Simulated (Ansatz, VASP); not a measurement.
# One calculation of TePb, two programs

Contents of INCAR:

```
SYSTEM = TePb
ALGO = Normal
EDIFF = 1E-6
ENCUT = 500
GGA = LIBXC
GGA_COMPAT = .FALSE.
ISIF = 2
ISMEAR = -1
LASPH = .TRUE.
LCHARG = .FALSE.
LIBXC1 = GGA_X_B88
LIBXC2 = GGA_C_PBE
LREAL = .FALSE.
LWAVE = .FALSE.
NBANDS = 17
NELM = 120
PREC = Accurate
SIGMA = 0.05
```

KPOINTS

```
k-points
0
G
  7 7 7
  0 0 0
```

File POSCAR:

```
TePb
1.0
    0.0000000000      3.2310000000      3.2310000000
    3.2310000000      0.0000000000      3.2310000000
    3.2310000000      3.2310000000      0.0000000000
Pb Te
1 1
Direct
    0.0000000000      0.0000000000      0.0000000000
    0.5000000000      0.5000000000      0.5000000000
```

The input input.yaml:

```yaml
crystal:
  lattice:
    - [0.0, 3.231, 3.231]
    - [3.231, 0.0, 3.231]
    - [3.231, 3.231, 0.0]
  atoms:
    - { symbol: Pb, position: [0.0, 0.0, 0.0] }
    - { symbol: Te, position: [0.5, 0.5, 0.5] }
hamiltonian:
  xc: { exchange: b88, correlation: pbe }
  pseudopotentials: { kind: paw }
kpoints:
  mp_grid: { grid: [7, 7, 7] }
scf:
  occupations: { method: fermi_dirac, width: 0.05 }
output:
  forces: true
  stress: true
  eigenvalues: true
  write_density: true
  write_potential: true
  elf: true
  volumetric_format: npy
```

Alike in both runs: task single point; functional b88 exchange, pbe correlation; k mesh 7 × 7 × 7; occupations fermi-dirac, width 0.05 eV; no spin polarisation.

|  | VASP | Ansatz |
| --- | --- | --- |
| version | VASP 6.6.1 | Ansatz 0.2.0 |
| potentials or method | VASP PAW PBE potentials, release 64 (Pb_d, Te) | Ansatz PAW |
| plane-wave cutoff (eV) | 500 | 420 |
| valence electrons in the cell | 20 | 30 |

```csv
,VASP,Ansatz,Ansatz less VASP
pressure (GPa),1.9,1.9,+0.06
```

VASP's potentials were made for PBE, not for b88 exchange, pbe correlation. The functional is the same, so the differences come from potentials, cutoffs and numerics. VASP's potentials hold 20 valence electrons a cell and Ansatz's 30, so a difference there can come from the potentials and not from the codes.

Neither program's run includes spin-orbit coupling.
